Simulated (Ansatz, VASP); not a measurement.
## CdSe: VASP beside Ansatz

INCAR

```
SYSTEM = CdSe
  ALGO = Normal
  EDIFF = 1E-6
  ENCUT = 500
  GGA = PE
  GGA_COMPAT = .False.
  ISIF = 2
  ISMEAR = 0
  LASPH = .True.
  LCHARG = .True.
  LELF = .True.
  LREAL = .False.
  LVHAR = .True.
  LWAVE = .False.
  NBANDS = 16
  NELM = 120
  PREC = Accurate
  SIGMA = 0.01
```

Contents of KPOINTS:

```
k-points
0
Gamma
  5 5 5
  0 0 0
```

The input POSCAR:

```
CdSe
1.0
    0.0000000000      3.0702700000      3.0702700000
    3.0702700000      0.0000000000      3.0702700000
    3.0702700000      3.0702700000      0.0000000000
Cd Se
1 1
Direct
    0.0000000000      0.0000000000      0.0000000000
    0.7500000000      0.7500000000      0.7500000000
```

Input for Ansatz:

```yaml
crystal:
  lattice:
    - [0.0, 3.07027, 3.07027]
    - [3.07027, 0.0, 3.07027]
    - [3.07027, 3.07027, 0.0]
  atoms:
    - { symbol: Cd, position: [0.0, 0.0, 0.0] }
    - { symbol: Se, position: [0.7499999999999999, 0.7499999999999999, 0.7499999999999999] }
basis:
  ecutwfc: 462.593566181796
kpoints:
  mp_grid:
    grid: [5, 5, 5]
hamiltonian:
  xc: pbe
scf:
  occupations:
    method: fixed
output:
  stress: true
  eigenvalues: true
```

Alike in both runs: task single point; functional PBE; k mesh 5 × 5 × 5; no spin polarisation.

|  | VASP | Ansatz |
| --- | --- | --- |
| version | VASP 6.6.1 | Ansatz 0.2.0 |
| potentials or method | VASP PAW PBE potentials, release 64 (Cd, Se), cutoff 500 eV | plane waves, PAW |
| occupations | gaussian, width 0.01 eV | fixed |
| valence electrons in the cell | 18 | 36 |

Ansatz gave:

- gap on the k mesh at the Fermi level (eV): 0.55
- pressure (GPa): 1.3

Question: Estimate VASP's values.

Answer: gap on the k mesh at the Fermi level (eV): 0.54; pressure (GPa): 1.6.

VASP's potentials hold 18 valence electrons a cell and Ansatz's 36, so a difference there can come from the potentials and not from the codes.
